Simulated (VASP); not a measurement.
Write the native input for VASP 6.6.1 that does the following.

```
Task                   : single point
Functional             : PBE
Potentials or basis    : VASP PAW PBE potentials, release 64 (Ga_d, N)
Cutoff                 : 520 eV
k mesh                 : 6 × 6 × 6
Occupations            : gaussian, width 0.01 eV
Spin                   : no spin polarisation
Dipole correction      : no
Further INCAR settings : ALGO = Normal; EDIFF = 1e-06; NBANDS = 16
```

The structure of GaN lies in POSCAR:

```
GaN
1.0
    0.0000000000      2.2489525415      2.2489525415
    2.2489525415      0.0000000000      2.2489525415
    2.2489525415      2.2489525415      0.0000000000
Ga N
1 1
Direct
    0.0000000000      0.0000000000      0.0000000000
    0.2500000000      0.2500000000      0.2500000000
```

The input as run:

INCAR

```
SYSTEM = GaN
PREC = Accurate ; ENCUT = 520
EDIFF = 1E-6 ; ISMEAR = 0
SIGMA = 0.01 ; LREAL = .FALSE.
LASPH = .TRUE. ; NELM = 60
ALGO = Normal ; ISIF = 2
LWAVE = .FALSE. ; LCHARG = .FALSE.
GGA = PE ; NBANDS = 16
```

KPOINTS

```
regular mesh
0
G
  6 6 6
  0 0 0
```

Potentials or basis: VASP PAW PBE potentials, release 64 (Ga_d, N).

The run is started by

```console
$ cat potpaw_PBE.64/Ga_d/POTCAR potpaw_PBE.64/N/POTCAR > POTCAR
$ mpirun -np 1 vasp_std > vasp.out
```

Results of the run:

The pressure is 6.2 GPa and the band gap on the k mesh is 1.76 eV, direct.

Wall time 5.2 s on 1 thread of Intel(R) Xeon(R) Platinum 8559C (Emerald Rapids), with other jobs on the host, peak memory 0.13 GiB.
